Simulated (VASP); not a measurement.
**ZnO: single point with PBE**

The system is ZnO.

```
CELL_PARAMETERS angstrom
0.05875 2.19252 2.19252
2.19252 0.05875 2.19252
2.19252 2.19252 0.05875
ATOMIC_POSITIONS crystal
Zn 0.00000 0.00000 0.00000
O 0.50000 0.50000 0.50000
```

This cell differs from its parent crystal: strain along [111] +4.1%.

* Program: VASP 6.6.1
* Task: single point
* Functional: PBE
* Potentials or basis: VASP PAW PBE potentials, release 64 (Zn, O)
* Cutoff: 520 eV
* k mesh: 10 × 10 × 10
* Occupations: fermi-dirac, width 0.02 eV
* Spin: no spin polarisation

The pressure is 1.4 GPa and the band gap on the k mesh is 0.68 eV, indirect (least direct gap 1.86 eV).

Stress tensor (GPa, compression positive):
```
 1.40 -2.33 -2.33
-2.33  1.40 -2.33
-2.33 -2.33  1.40
```

Levels at points of the mesh, in eV from the valence-band top:
```csv
k point,band 6,band 7,band 8,band 9,band 10,band 11,band 12,band 13
"(0.00, 0.00, 0.00)",-4.65,-1.50,-1.18,-1.18,0.68,17.03,17.79,18.14
"(0.50, 0.00, 0.00)",-4.44,-3.59,-0.07,-0.04,5.23,8.86,12.25,12.64
"(0.50, 0.50, 0.00)",-4.35,-4.08,-2.82,-2.50,4.02,10.39,11.20,14.87
"(0.50, 0.50, 0.50)",-4.48,-3.74,0.00,0.00,5.63,8.43,13.17,13.17
```

Wall time 25 s on 1 thread of Intel Xeon 6975P-C (shared host), peak memory 0.16 GiB.

Caveat: the cell differs from its parent crystal (strain along [111] +4.1%). A k mesh can miss the band edges.
